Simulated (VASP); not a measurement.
CaSe, 2 atoms in the cell. The structure is cubic, space group Fm-3m (No. 225). The conventional cell has a = 5.958 Å, b = 5.958 Å, c = 5.958 Å, α = 90.00°, β = 90.00°, γ = 90.00°. Ca (site symmetry m-3m) has 6 Se at 2.98 Å within 3.9 Å. Se (site symmetry m-3m) has 6 Ca at 2.98 Å within 3.9 Å. 

* Program: VASP 6.6.1
* Task: relaxation of cell and atoms
* Functional: PBE
* Potentials or basis: VASP PAW PBE potentials, release 64 (Ca_sv, Se)
* Cutoff: 500 eV
* k mesh: 8 × 8 × 8
* Occupations: gaussian, width 0.02 eV
* Spin: no spin polarisation
* Dipole correction: no
* Further INCAR settings: ALGO = Normal; EDIFF = 1e-07; IBRION = 2; EDIFFG = -0.01; NSW = 80; ISIF = 3

Potentials or basis: VASP PAW PBE potentials, release 64 (Ca_sv, Se).

The run is started by

```bash
$ cat potpaw_PBE.64/Ca_sv/POTCAR potpaw_PBE.64/Se/POTCAR > POTCAR
$ mpirun -np 1 vasp_std > vasp.out
```

Hardware: 1 thread of Intel Xeon 8259CL (shared host).

Task: Estimate the wall time of this run.

Result: Wall time 57 s on 1 thread of Intel Xeon 8259CL, with other jobs on the host, peak memory 0.19 GiB. Counts: scf iterations 20, k points 29, ion steps 2.
